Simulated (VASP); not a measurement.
# Si2O (antifluorite type) (Fm-3m) in VASP: a series of runs

Si2O (antifluorite type) is run at these levels: PBE; tasks: single point.

All numbers are computed with VASP 6.6.1; they aren't measurements. Logs are shortened: lines on timing, memory, paths and dates and some standing lists are left out, and cuts for length are marked.

**1. The cell of the first run**

Symmetry: Fm-3m, No. 225, cubic system. Conventional cell: a = 5.435 Å, b = 5.435 Å, c = 5.435 Å, α = 90.00°, β = 90.00°, γ = 90.00°. Within 3.1 Å of Si (site symmetry -43m) lie 4 O at 2.35 Å and 6 Si at 2.72 Å. Within 3.1 Å of O (site symmetry m-3m) lie 8 Si at 2.35 Å.

**2. Single point, PBE**

INCAR reads:

```
  ALGO = Normal
  EDIFF = 1E-6
  ENCUT = 600
  GGA = PE
  GGA_COMPAT = F
  ISIF = 2
  ISMEAR = -1
  LASPH = T
  LCHARG = F
  LREAL = F
  LWAVE = F
  NBANDS = 14
  NELM = 120
  PREC = Accurate
  SIGMA = 0.06122561905347299
```

KPOINTS reads:

```
k-points
0
Gamma
  34 34 34
```

POSCAR reads:

```
Si2O
1.0
    0.0000000000      2.7173289784      2.7173289784
    2.7173289784      0.0000000000      2.7173289784
    2.7173289784      2.7173289784      0.0000000000
Si O
2 1
Direct
    0.2500000000      0.2500000000      0.2500000000
    0.7500000000      0.7500000000      0.7500000000
    0.0000000000      0.0000000000      0.0000000000
```

Potentials or basis: VASP PAW PBE potentials, release 64 (Si, O).

Started as:

```sh
cat potpaw_PBE.64/Si/POTCAR potpaw_PBE.64/O/POTCAR > POTCAR
mpirun -np 1 vasp_std > vasp.out
```

OUTCAR:

```text
EDIFF = 1E-6
   ENCUT = 600
   GGA = PE
   ISIF = 2
   ISMEAR = -1
   LASPH = T
   LREAL = F
   NELM = 120
   PREC = Accurate

 ion  position               nearest neighbor table
   1  0.250  0.250  0.250-   3 2.35   3 2.35   3 2.35   3 2.35   2 2.72   2 2.72   2 2.72   2 2.72
                             2 2.72   2 2.72
   2  0.750  0.750  0.750-   3 2.35   3 2.35   3 2.35   3 2.35   1 2.72   1 2.72   1 2.72   1 2.72
                             1 2.72   1 2.72
   3  0.000  0.000  0.000-   2 2.35   2 2.35   2 2.35   1 2.35   2 2.35   1 2.35   1 2.35   1 2.35

  LATTYP: Found a face centered cubic cell.
 ALAT       =     5.4346579568

  Lattice vectors:

 A1 = (   0.0000000000,   2.7173289784,   2.7173289784)
 A2 = (   2.7173289784,   0.0000000000,   2.7173289784)
 A3 = (   2.7173289784,   2.7173289784,   0.0000000000)

Analysis of symmetry for initial positions (statically):
=====================================================================
 Subroutine PRICEL returns:
 Original cell was already a primitive cell.

 Routine SETGRP: Setting up the symmetry group for a
 face centered cubic supercell.

 Subroutine GETGRP returns: Found 48 space group operations
 (whereof 48 operations were pure point group operations)
 out of a pool of 48 trial point group operations.

The static configuration has the point symmetry O_h .

Analysis of symmetry for dynamics (positions and initial velocities):
=====================================================================
 Subroutine PRICEL returns:
 Original cell was already a primitive cell.

 Routine SETGRP: Setting up the symmetry group for a
 face centered cubic supercell.

 Subroutine GETGRP returns: Found 48 space group operations
 (whereof 48 operations were pure point group operations)
 out of a pool of 48 trial point group operations.

The dynamic configuration has the point symmetry O_h .

 Subroutine INISYM returns: Found 48 space group operations
 (whereof 48 operations are pure point group operations),
 and found     1 'primitive' translations

----------------------------------------------------------------------------------------

                                     Primitive cell

  volume of cell :      40.1288

  direct lattice vectors                    reciprocal lattice vectors
     0.000000000  2.717328978  2.717328978    -0.184004220  0.184004220  0.184004220
[... 98 lines left out ...]
   PSTRESS=    0.0 pullay stress
   NELECT =      14.0000    total number of electrons
   NUPDOWN=      -1.0000    fix difference up-down
   EMIN   =  10.00;   EMAX   =-10.00  energy-range for DOS
   EFERMI =   0.00;   METHOD = LEGACY
   ISMEAR =    -1;   SIGMA  =   0.06  broadening in eV -4-tet -1-fermi 0-gaus
   EFERMI_NEDOS =   21; number of points for ismear=-14 and -15
   IALGO  =     38    algorithm
   IMIX   =      4    mixing-type and parameters
     AMIX     =   0.40;   BMIX     =  1.00
     AMIX_MAG =   1.60;   BMIX_MAG =  1.00
  volume/ion in A,a.u.               =      13.38        90.27
  Fermi-wavevector in a.u.,A,eV,Ry     =   1.152476  2.177864 18.071276  1.328201
  Thomas-Fermi vector in A             =   2.289127
   LORBIT       =      0    0 simple, 1 ext, 2 COOP (PROOUT), +10 PAW based schemes
   GGA     = PE    functional components
   LHFCALC =     F    Hartree Fock is set to
   AEXX    =    0.0000 exact exchange contribution
   IVDW    =     0    specifies the selected vdW correction
   LEPSILON=     F    determine dielectric tensor
   LRPA    =     F    only Hartree local field effects (RPA)
 non-spin polarized calculation
  energy-cutoff  :      600.00
  volume of cell :       40.13
 maximum number of plane-waves:      1363
   NGX = 15   NGY = 15   NGZ = 15

 number of electron      13.9999997 magnetization

 Free energy of the ion-electron system (eV)
  ---------------------------------------------------
  ext. energy  EPLUGINS =         0.00000000
  ---------------------------------------------------
  free energy    TOTEN  =       -13.83058446 eV

  energy without entropy =      -13.80985809  energy(sigma->0) =      -13.82022127

 E-fermi :   7.8205     XC(G=0): -10.8786

 val. band max:        7.8201244113   @ k =   0.2059   0.0588   0.0000
 cond. band min:       7.8212523248   @ k =   0.4412   0.0588   0.0294
 fundamental gap:      0.0011279135
 Fermi energy:         7.8204596947

 k-point     1 :       0.0000    0.0000    0.0000
  band No.  band energies     occupation
      1     -11.8045      2.00000
      2      -1.2953      2.00000
      3       3.0313      2.00000
      4       3.0313      2.00000
      5       3.0313      2.00000
      6       7.3262      1.99938
      7       7.3262      1.99938
      8       7.3262      1.99938
      9       8.0944      0.02254
     10      13.2393      0.00000
     11      13.2393      0.00000
     12      13.2393      0.00000
     13      14.1844      0.00000
     14      14.1844      0.00000
[... 377 lines left out ...]
      1     -11.6825      2.00000
      2      -1.5901      2.00000
      3       2.6622      2.00000
      4       2.7775      2.00000
      5       3.0040      2.00000
      6       5.9898      2.00000
      7       7.6867      1.79767
      8       7.7072      1.72803
      9      10.3110      0.00000
     10      11.3127      0.00000
     11      12.0297      0.00000
     12      13.1223      0.00000
     13      16.3182      0.00000
     14      16.6881      0.00000

 [... further k-points ...]

------------------------ aborting loop because EDIFF is reached ----------------------------------------

  FORCE on cell =-STRESS in cart. coord.  units (eV):
  Direction    XX          YY          ZZ          XY          YZ          ZX
  --------------------------------------------------------------------------------------
  -------------------------------------------------------------------------------------
  Total        1.4626151      1.4626151      1.4626151      0.0000000      0.0000000      0.0000000
  in kB       58.3961200     58.3961200     58.3961200      0.0000000      0.0000000      0.0000000
  external PRESSURE =      58.3961200 kB  Pullay stress =       0.0000000 kB

 VOLUME and BASIS-vectors are now :
 -----------------------------------------------------------------------------
  energy-cutoff  :      600.00
  volume of cell :       40.13
      direct lattice vectors                 reciprocal lattice vectors
     0.000000000  2.717328978  2.717328978    -0.184004220  0.184004220  0.184004220
     2.717328978  0.000000000  2.717328978     0.184004220 -0.184004220  0.184004220
     2.717328978  2.717328978  0.000000000     0.184004220  0.184004220 -0.184004220

 POSITION                                       TOTAL-FORCE (eV/Angst)
 -----------------------------------------------------------------------------------
      1.35866      1.35866      1.35866        -0.000000     -0.000000     -0.000000
      4.07599      4.07599      4.07599         0.000000      0.000000      0.000000
      0.00000      0.00000      0.00000         0.000000     -0.000000     -0.000000
 -----------------------------------------------------------------------------------
    total drift:                                0.000000     -0.000000      0.000000

  FREE ENERGIE OF THE ION-ELECTRON SYSTEM (eV)
  ---------------------------------------------------
  free  energy   TOTEN  =       -13.8305844616 eV

  energy  without entropy=      -13.8098580875  energy(sigma->0) =      -13.82022127
```

stdout:

```text
POSCAR found type information on POSCAR SiO
 POSCAR found :  2 types and       3 ions
 scaLAPACK will be used
 LDA part: xc-table for (Slater+PW92), standard interpolation
 POSCAR, INCAR and KPOINTS ok, starting setup
 FFT: planning ... GRIDC
 FFT: planning ... GRID_SOFT
 FFT: planning ... GRID
 WAVECAR not read
 entering main loop
```

Wall time 6.4 min (1 thread of AMD EPYC 9R45 (Zen 5), shared host); peak memory 0.66 GiB.

What came out:

```yaml
Free_energy: -13.8306 eV
Pressure: 5.8 GPa
Band_gap_on_the_k_mesh: zero (bands 7 and 8 overlap by 1.55 eV)
```

Caveat: the cell stands under pressure.

**3. Single point, PBE**

This run uses another cell than the first one, of 14.51 Å³/atom.

INCAR reads:

```
ALGO = Normal
EDIFF = 1E-6
ENCUT = 600
GGA = PE
GGA_COMPAT = False
ISIF = 2
ISMEAR = -1
LASPH = True
LCHARG = False
LREAL = False
LWAVE = False
NBANDS = 14
NELM = 120
PREC = Accurate
SIGMA = 0.06122561905347299
```

KPOINTS is that of step 2.

POSCAR reads:

```
Si2O
1.0
    0.0000000000      2.7923273254      2.7923273254
    2.7923273254      0.0000000000      2.7923273254
    2.7923273254      2.7923273254      0.0000000000
Si O
2 1
Direct
    0.2500000000      0.2500000000      0.2500000000
    0.7500000000      0.7500000000      0.7500000000
    0.0000000000      0.0000000000      0.0000000000
```

Potentials or basis: VASP PAW PBE potentials, release 64 (Si, O).

Started as:

```sh
cat potpaw_PBE.64/Si/POTCAR potpaw_PBE.64/O/POTCAR > POTCAR
mpirun -np 1 vasp_std > vasp.out
```

Run time: 5.4 min. Hardware: 1 thread of Intel Xeon Platinum 8488C (Sapphire Rapids), shared host; peak memory 0.73 GiB.

The run converged. Its results:

| Property | Result |
| --- | --- |
| Free energy | -13.8720 eV |
| Pressure | -1.7 GPa |
| Band gap on the k mesh | zero (bands 7 and 8 overlap by 1.38 eV) |

Levels at points of the mesh, in eV from the Fermi level:
| k point | band 4 | band 5 | band 6 | band 7 | band 8 | band 9 | band 10 | band 11 |
| --- | --- | --- | --- | --- | --- | --- | --- | --- |
| (0.00, 0.00, 0.00) | -4.37 | -4.37 | -0.53 | -0.48 | -0.48 | -0.48 | 5.14 | 5.14 |
| (0.50, 0.00, 0.00) | -4.95 | -4.95 | -0.45 | 0.18 | 0.18 | 2.23 | 3.39 | 3.39 |
| (0.50, 0.50, 0.00) | -6.02 | -4.91 | -3.77 | -0.37 | 1.60 | 1.60 | 5.58 | 7.25 |

**4. Single point, PBE**

This run uses another cell than the first one, of 15.08 Å³/atom.

INCAR reads:

```
SYSTEM = Si2O
  PREC = Accurate
  ENCUT = 600
  EDIFF = 1E-6
  ISMEAR = -1
  SIGMA = 0.06122561905347299
  LREAL = .False.
  LASPH = .True.
  NELM = 120
  ALGO = Normal
  ISIF = 2
  LWAVE = .False.
  LCHARG = .False.
  GGA = PE
  NBANDS = 14
  GGA_COMPAT = .False.
```

KPOINTS reads:

```
Automatic mesh
0
Gamma
  34 34 34
  0 0 0
```

POSCAR reads:

```
Si2O
1.0
    0.0000000000      2.8283613298      2.8283613298
    2.8283613298      0.0000000000      2.8283613298
    2.8283613298      2.8283613298      0.0000000000
Si O
2 1
Direct
    0.2500000000      0.2500000000      0.2500000000
    0.7500000000      0.7500000000      0.7500000000
    0.0000000000      0.0000000000      0.0000000000
```

Started as:

```sh
cat potpaw_PBE.64/Si/POTCAR potpaw_PBE.64/O/POTCAR > POTCAR
mpirun -np 1 vasp_std > vasp.out
```

Wall time 4.5 min (1 thread of Intel Xeon 6975P-C (Granite Rapids), shared host); peak memory 0.74 GiB.

The run converged. Its results:

* Free energy: -13.8398 eV
* Pressure: -4.5 GPa
* Band gap on the k mesh: zero (bands 7 and 8 overlap by 1.28 eV)

Levels at points of the mesh, in eV from the Fermi level:
```
           k point  band 5  band 6  band 7  band 8  band 9  band 10
(0.00, 0.00, 0.00)   -4.18   -0.88   -0.48   -0.48   -0.48     5.01
(0.50, 0.00, 0.00)   -4.75   -0.53    0.20    0.20    2.11     3.26
(0.50, 0.50, 0.00)   -4.97   -3.65   -0.45    1.52    1.52     5.49
```

Caveat: the cell stands under tension.

**5. The runs side by side**

| cell | gap on the mesh (eV) | pressure (GPa) |
| --- | --- | --- |
| a = 3.843 Å, angles 60.0°, 3 atoms | none | 5.8 |
| a = 3.949 Å, angles 60.0°, 3 atoms | none | -1.7 |
| a = 4.000 Å, angles 60.0°, 3 atoms | none | -4.5 |

Alike in all rows: task single point; level PBE; potentials or basis VASP PAW PBE potentials, release 64 (Si, O); no spin polarisation; k mesh 34 × 34 × 34; cutoff (eV) 600; smearing fermi-dirac 0.0612256 eV.

Caveats: the cell stands under pressure (at least some runs); the cell stands under tension (at least some runs).

Total energies depend on the potentials used, so only differences within one code and one set of settings carry meaning.
